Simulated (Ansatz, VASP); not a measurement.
One calculation of GaSe3, two programs

```xyz
8
Lattice="-3.2442 3.2442 4.6393 3.2442 -3.2442 4.6393 3.2442 3.2442 -4.6393" Properties=species:S:1:pos:R:3 pbc="T T T"
Ga    0.0000    3.2442    2.3197
Ga    3.2442    0.0000    2.3197
Se    0.0000    0.0000    6.9590
Se    0.0000    0.0000    2.3197
Se    4.6725    1.4283    0.0000
Se   -1.4283    1.8159    4.6393
Se    1.8159    1.4283    4.6393
Se    1.4283    1.8159    0.0000
```

Change from the starting cell: species swapped into the AlPt3 type (I4/mcm, No. 140).

Alike in both runs: task relaxation of cell and atoms; functional PBE; k mesh 4 × 4 × 4; occupations gaussian, width 0.1 eV; no spin polarisation.

|  | VASP | Ansatz |
| --- | --- | --- |
| version | VASP 6.6.1 | Ansatz 0.2.0 |
| potentials or method | VASP PAW PBE potentials, release 64 (Ga_d, Se), cutoff 600 eV | scalar-relativistic, plane waves, PAW |
| valence electrons in the cell | 62 | 122 |

```csv
,VASP,Ansatz,Ansatz less VASP
"gap on the k mesh at the Fermi level, each at its own relaxed structure (eV)",none,none,-
relaxed volume (Å³/atom),23.17,23.24,+0.071
relaxed length of the cell vector where the two differ most in proportion (Å),6.305,6.316,+0.0110
```

A gap of «none» marks a metal or a gap that the smearing closes. VASP's potentials hold 62 valence electrons a cell and Ansatz's 122, so a difference there can come from the potentials and not from the codes.
